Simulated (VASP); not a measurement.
# Lu (P6_3/mmc) in VASP: further runs

The runs below take Lu through single point, with PBE.

Everything below comes from runs of VASP 6.6.1. Logs are shortened: lines on timing, memory, paths and dates and some standing lists are left out, and cuts for length are marked.

### Step 1. The cell of the first run

It takes space group P6_3/mmc (No. 194, hexagonal). The conventional cell has a = 3.532 Å, b = 3.532 Å, c = 5.597 Å, α = 90.00°, β = 90.00°, γ = 120.00°. Within 4.6 Å of Lu (site symmetry -6m2) lie 12 Lu at 3.46 to 3.53 Å.

### Step 2. Single point, PBE

File INCAR:

```
ALGO = Normal
EDIFF = 1E-7
ENCUT = 520
GGA = PE
ISIF = 2
ISMEAR = 1
LASPH = True
LCHARG = True
LELF = True
LREAL = False
LVHAR = True
LWAVE = False
NBANDS = 32
NELM = 100
PREC = Accurate
SIGMA = 0.1
```

File KPOINTS:

```
k-points
0
Gamma
  10 10 5
```

File POSCAR:

```
Lu
1.0
    3.5320525526      0.0000000000      0.0000000000
   -1.7660262763      3.0588472361      0.0000000000
    0.0000000000      0.0000000000      5.5967772871
Lu
2
Direct
    0.3333333333      0.6666666667      0.2500000000
    0.6666666667      0.3333333333      0.7500000000
```

Potentials or basis: VASP PAW PBE potentials, release 64 (Lu).

Launch:

```bash
$ cat potpaw_PBE.64/Lu/POTCAR > POTCAR
$ mpirun -np 1 vasp_std > vasp.out
```

OUTCAR:

```text
EDIFF = 1E-7
   ENCUT = 520
   GGA = PE
   ISIF = 2
   ISMEAR = 1
   LASPH = True
   LREAL = False
   NELM = 100
   PREC = Accurate

 ion  position               nearest neighbor table
   1  0.333  0.667  0.250-   2 3.46   2 3.46   2 3.46   2 3.46   2 3.46   2 3.46
   2  0.667  0.333  0.750-   1 3.46   1 3.46   1 3.46   1 3.46   1 3.46   1 3.46

  LATTYP: Found a hexagonal cell.
 ALAT       =     3.5320525526
 C/A-ratio  =     1.5845679541

  Lattice vectors:

 A1 = (   3.5320525526,   0.0000000000,   0.0000000000)
 A2 = (  -1.7660262763,   3.0588472361,   0.0000000000)
 A3 = (   0.0000000000,   0.0000000000,   5.5967772871)

Analysis of symmetry for initial positions (statically):
=====================================================================
 Subroutine PRICEL returns:
 Original cell was already a primitive cell.

 Routine SETGRP: Setting up the symmetry group for a
 hexagonal supercell.

 Subroutine GETGRP returns: Found 24 space group operations
 (whereof 12 operations were pure point group operations)
 out of a pool of 24 trial point group operations.

The static configuration has the point symmetry D_3d.
 The point group associated with its full space group is D_6h.

Analysis of symmetry for dynamics (positions and initial velocities):
=====================================================================
 Subroutine PRICEL returns:
 Original cell was already a primitive cell.

 Routine SETGRP: Setting up the symmetry group for a
 hexagonal supercell.

 Subroutine GETGRP returns: Found 24 space group operations
 (whereof 12 operations were pure point group operations)
 out of a pool of 24 trial point group operations.

The dynamic configuration has the point symmetry D_3d.
 The point group associated with its full space group is D_6h.

 Subroutine INISYM returns: Found 24 space group operations
 (whereof 12 operations are pure point group operations),
 and found     1 'primitive' translations

----------------------------------------------------------------------------------------

                                     Primitive cell

  volume of cell :      60.4676

  direct lattice vectors                    reciprocal lattice vectors
     3.532052553  0.000000000  0.000000000     0.283121495  0.163460272  0.000000000
    -1.766026276  3.058847236  0.000000000     0.000000000  0.326920543  0.000000000
     0.000000000  0.000000000  5.596777287     0.000000000  0.000000000  0.178674253

  length of vectors
     3.532052553  3.532052551  5.596777287     0.326920543  0.326920543  0.178674253

  position of ions in fractional coordinates (direct lattice)
     0.333333333  0.666666667  0.250000000
     0.666666667  0.333333333  0.750000000

  ion indices of the primitive-cell ions
   primitive index   ion index
                 1           1
                 2           2

----------------------------------------------------------------------------------------

 KPOINTS: k-points

Automatic generation of k-mesh.
 Grid dimensions read from file:
 generate k-points for:   10   10    5

 Generating k-lattice:

  Cartesian coordinates                     Fractional coordinates (reciprocal lattice)
     0.028312150  0.016346027  0.000000000     0.100000000 -0.000000000  0.000000000
     0.000000000  0.032692054  0.000000000     0.000000000  0.100000000  0.000000000
     0.000000000  0.000000000  0.035734851     0.000000000  0.000000000  0.200000000

  Length of vectors
     0.032692054  0.032692054  0.035734851

  Shift w.r.t. Gamma in fractional coordinates (k-lattice)
     0.000000000  0.000000000  0.000000000

 Subroutine IBZKPT returns following result:
 ===========================================

 Found     42 irreducible k-points:

 Following reciprocal coordinates:
            Coordinates               Weight
  0.000000  0.000000  0.000000      1.000000
  0.100000 -0.000000  0.000000      6.000000
  0.200000 -0.000000  0.000000      6.000000
  0.300000 -0.000000  0.000000      6.000000
  0.400000 -0.000000  0.000000      6.000000
  0.500000 -0.000000  0.000000      3.000000
[... 16 lines left out ...]
  0.300000  0.100000  0.200000     24.000000
  0.400000  0.100000  0.200000     24.000000
 [... further k-points ...]
   k-points           NKPTS =     42   k-points in BZ     NKDIM =     42   number of bands    NBANDS=     32
   number of dos      NEDOS =    301   number of ions     NIONS =      2
   total plane-waves  NPLWV =  32928
   dimension x,y,z NGX =    28 NGY =   28 NGZ =   42
   dimension x,y,z NGXF=    56 NGYF=   56 NGZF=   84
   ions per type =               2
   NGX,Y,Z   is equivalent  to a cutoff of  13.18, 13.18, 12.48 a.u.
   NGXF,Y,Z  is equivalent  to a cutoff of  26.36, 26.36, 24.95 a.u.
 SYSTEM =  unknown system
   PREC   = accura    normal or accurate (medium, high low for compatibility)
   ISTART =      0    job   : 0-new  1-cont  2-samecut
   ICHARG =      2    charge: 1-file 2-atom 10-const
   ISPIN  =      1    spin polarized calculation?
   LNONCOLLINEAR =      F non collinear calculations
   LSORBIT =      F    spin-orbit coupling
   LASPH  =      T    aspherical Exc in radial PAW
   ENCUT  =  520.0 eV  38.22 Ry    6.18 a.u.   6.57  6.57 10.41*2*pi/ulx,y,z
   NELM   =    100;   NELMIN=  2; NELMDL= -5     # of ELM steps
   EDIFF  = 0.1E-06   stopping-criterion for ELM
   LREAL  =      F    real-space projection
   EDIFFG = 0.1E-05   stopping-criterion for IOM
   NSW    =      0    number of steps for IOM
   IBRION =     -1    ionic relax: 0-MD 1-quasi-New 2-CG
   NFREE  =      0    steps in history (QN), initial steepest desc. (CG)
   ISIF   =      2    stress and relaxation
   ISYM   =      2    0-nonsym 1-usesym 2-fastsym
   POTIM  = 0.5000    time-step for ionic-motion
   TEBEG  =    0.0;   TEEND  =   0.0 temperature during run
   PSTRESS=    0.0 pullay stress
   NELECT =      50.0000    total number of electrons
   NUPDOWN=      -1.0000    fix difference up-down
   EMIN   =  10.00;   EMAX   =-10.00  energy-range for DOS
   EFERMI =   0.00;   METHOD = LEGACY
   ISMEAR =     1;   SIGMA  =   0.10  broadening in eV -4-tet -1-fermi 0-gaus
   EFERMI_NEDOS =   21; number of points for ismear=-14 and -15
   IALGO  =     38    algorithm
   IMIX   =      4    mixing-type and parameters
     AMIX     =   0.40;   BMIX     =  1.00
     AMIX_MAG =   1.60;   BMIX_MAG =  1.00
  volume/ion in A,a.u.               =      30.23       204.03
  Fermi-wavevector in a.u.,A,eV,Ry     =   1.536587  2.903729 32.124714  2.361100
  Thomas-Fermi vector in A             =   2.643215
   LORBIT       =      0    0 simple, 1 ext, 2 COOP (PROOUT), +10 PAW based schemes
   GGA     = PE    functional components
   LHFCALC =     F    Hartree Fock is set to
   AEXX    =    0.0000 exact exchange contribution
   IVDW    =     0    specifies the selected vdW correction
   LEPSILON=     F    determine dielectric tensor
   LRPA    =     F    only Hartree local field effects (RPA)
 non-spin polarized calculation
 Methfessel and Paxton  Order N= 1 SIGMA  =   0.10
  energy-cutoff  :      520.00
  volume of cell :       60.47
 maximum number of plane-waves:      1665
 NGX is ok and might be reduce to    28
   NGX = 13   NGY = 13   NGZ = 21

 number of electron      49.9999996 magnetization

 Free energy of the ion-electron system (eV)
  ---------------------------------------------------
  ext. energy  EPLUGINS =         0.00000000
  ---------------------------------------------------
  free energy    TOTEN  =        -9.02105956 eV

  energy without entropy =       -9.01796101  energy(sigma->0) =       -9.02002671

 E-fermi :   2.0857     XC(G=0): -10.4882

 val. band max:        2.0829336850   @ k =   0.4000   0.2000   0.4000
 cond. band min:       2.0948307655   @ k =   0.2000   0.2000   0.2000
 fundamental gap:      0.0118970805
 Fermi energy:         2.0856923974

 k-point     1 :       0.0000    0.0000    0.0000
  band No.  band energies     occupation
      1     -54.2034      2.00000
      2     -54.1753      2.00000
      3     -25.0980      2.00000
      4     -24.7228      2.00000
      5     -24.7228      2.00000
      6     -24.6530      2.00000
[... 24 lines left out ...]
     31       5.5184      0.00000
     32       5.5184      0.00000

 k-point     2 :       0.1000   -0.0000    0.0000
  band No.  band energies     occupation
      1     -54.2015      2.00000
      2     -54.1746      2.00000
      3     -25.0841      2.00000
      4     -24.7514      2.00000
      5     -24.7324      2.00000
      6     -24.6831      2.00000
[... 24 lines left out ...]
     31       5.1878      0.00000
     32       5.2910      0.00000

 k-point     3 :       0.2000   -0.0000    0.0000
  band No.  band energies     occupation
      1     -54.1962      2.00000
      2     -54.1728      2.00000
      3     -25.0453      2.00000
      4     -24.8266      2.00000
      5     -24.7600      2.00000
      6     -24.7567      2.00000
[... 24 lines left out ...]
     31       5.4707      0.00000
     32       5.7613      0.00000

 k-point     4 :       0.3000   -0.0000    0.0000
  band No.  band energies     occupation
      1     -54.1892      2.00000
      2     -54.1710      2.00000
      3     -24.9896      2.00000
      4     -24.9201      2.00000
      5     -24.8511      2.00000
      6     -24.7855      2.00000
[... 24 lines left out ...]
     31       6.2247      0.00000
     32       6.6820      0.00000

 k-point     5 :       0.4000   -0.0000    0.0000
  band No.  band energies     occupation
      1     -54.1828      2.00000
      2     -54.1704      2.00000
      3     -24.9959      2.00000
      4     -24.9317      2.00000
      5     -24.9220      2.00000
      6     -24.8081      2.00000
[... 584 lines left out ...]
     31       5.6490      0.00000
     32       5.9765      0.00000

 k-point    22 :       0.2000    0.1000    0.2000
  band No.  band energies     occupation
      1     -54.1898      2.00000
      2     -54.1735      2.00000
      3     -25.0030      2.00000
      4     -24.8620      2.00000
      5     -24.8360      2.00000
      6     -24.7691      2.00000
[... 24 lines left out ...]
     31       6.0788      0.00000
     32       6.5406      0.00000

 k-point    23 :       0.3000    0.1000    0.2000
  band No.  band energies     occupation
      1     -54.1835      2.00000
      2     -54.1718      2.00000
      3     -25.0065      2.00000
      4     -24.9336      2.00000
      5     -24.8663      2.00000
      6     -24.8001      2.00000
[... 24 lines left out ...]
     31       7.0630      0.00000
     32       7.2404      0.00000

 k-point    24 :       0.4000    0.1000    0.2000
  band No.  band energies     occupation
      1     -54.1790      2.00000
      2     -54.1714      2.00000
      3     -25.0367      2.00000
      4     -24.9707      2.00000
      5     -24.8611      2.00000
      6     -24.8098      2.00000
[... 24 lines left out ...]
     31       7.5201      0.00000
     32       8.0032      0.00000

 [... further k-points ...]

------------------------ aborting loop because EDIFF is reached ----------------------------------------

  FORCE on cell =-STRESS in cart. coord.  units (eV):
  Direction    XX          YY          ZZ          XY          YZ          ZX
  --------------------------------------------------------------------------------------
  -------------------------------------------------------------------------------------
  Total       -0.4076030     -0.4076030     -0.8525705      0.0000000      0.0000000      0.0000000
  in kB      -10.8000296    -10.8000296    -22.5900880      0.0000000      0.0000000      0.0000000
  external PRESSURE =     -14.7300491 kB  Pullay stress =       0.0000000 kB

 VOLUME and BASIS-vectors are now :
 -----------------------------------------------------------------------------
  energy-cutoff  :      520.00
  volume of cell :       60.47
      direct lattice vectors                 reciprocal lattice vectors
     3.532052553  0.000000000  0.000000000     0.283121495  0.163460272  0.000000000
    -1.766026276  3.058847236  0.000000000     0.000000000  0.326920543  0.000000000
     0.000000000  0.000000000  5.596777287     0.000000000  0.000000000  0.178674253

 POSITION                                       TOTAL-FORCE (eV/Angst)
 -----------------------------------------------------------------------------------
     -0.00000      2.03923      1.39919        -0.000000     -0.000000      0.000000
      1.76603      1.01962      4.19758         0.000000      0.000000      0.000000
 -----------------------------------------------------------------------------------
    total drift:                                0.000000     -0.000000      0.000000

  FREE ENERGIE OF THE ION-ELECTRON SYSTEM (eV)
  ---------------------------------------------------
  free  energy   TOTEN  =        -9.0210595609 eV

  energy  without entropy=       -9.0179610073  energy(sigma->0) =       -9.02002671
```

Run time: 2.9 min. Hardware: 1 thread of AMD EPYC 7R13, shared host; peak memory 0.19 GiB.

What came out:

| Property | Result |
| --- | --- |
| Free energy | -9.0211 eV |
| Pressure | -1.5 GPa |
| Band gap on the k mesh | zero (band 25 reaches 2.90 eV, above the bottom of band 26 at 1.50 eV) |

Stress tensor (GPa, compression positive):
```
-1.08  0.00  0.00
 0.00 -1.08  0.00
 0.00  0.00 -2.26
```

Caveat: spin-orbit coupling is left out, which moves the levels of the heavy elements.

### Step 3. Single point, PBE

This run uses another cell than the first one, of 30.97 Å³/atom, 1.024 times its volume.

File INCAR:

```
SYSTEM = Lu
PREC = Accurate
ENCUT = 520
EDIFF = 1E-6
ISMEAR = 1
SIGMA = 0.1
LREAL = .FALSE.
LASPH = .TRUE.
NELM = 60
ALGO = Normal
ISIF = 2
LWAVE = .FALSE.
LCHARG = .FALSE.
GGA = PE
NBANDS = 32
```

File KPOINTS:

```
Automatic mesh
0
G
  10 10 5
  0 0 0
```

File POSCAR:

```
Lu
1.0
    3.5605380776      0.0000000000      0.0000000000
   -1.7802690388      3.0835164243      0.0000000000
    0.0000000000      0.0000000000      5.6419145370
Lu
2
Direct
    0.3333333333      0.6666666667      0.2500000000
    0.6666666667      0.3333333333      0.7500000000
```

Potentials or basis: VASP PAW PBE potentials, release 64 (Lu).

Launch:

```bash
$ cat potpaw_PBE.64/Lu/POTCAR > POTCAR
$ mpirun -np 1 vasp_std > vasp.out
```

Wall time 2.3 min (1 thread of AMD EPYC 7R13, shared host); peak memory 0.19 GiB.

The run converged. Its results:

```
Free energy            : -9.0037 eV
Pressure               : -2.3 GPa
Band gap on the k mesh : zero (band 25 reaches 2.80 eV, above the bottom of band 26 at 1.46 eV)
```

Stress tensor (GPa, compression positive):
```
-1.94  0.00  0.00
 0.00 -1.94  0.00
 0.00  0.00 -2.95
```

Levels at points of the mesh, in eV from the Fermi level:
| k point | band 23 | band 24 | band 25 | band 26 | band 27 | band 28 |
| --- | --- | --- | --- | --- | --- | --- |
| (0.00, 0.00, 0.00) | -5.00 | -2.35 | 0.40 | 2.15 | 2.15 | 2.41 |
| (0.50, 0.00, 0.00) | -2.29 | -1.31 | -0.76 | -0.36 | 1.44 | 1.88 |

Caveat: spin-orbit coupling is left out, which moves the levels of the heavy elements.
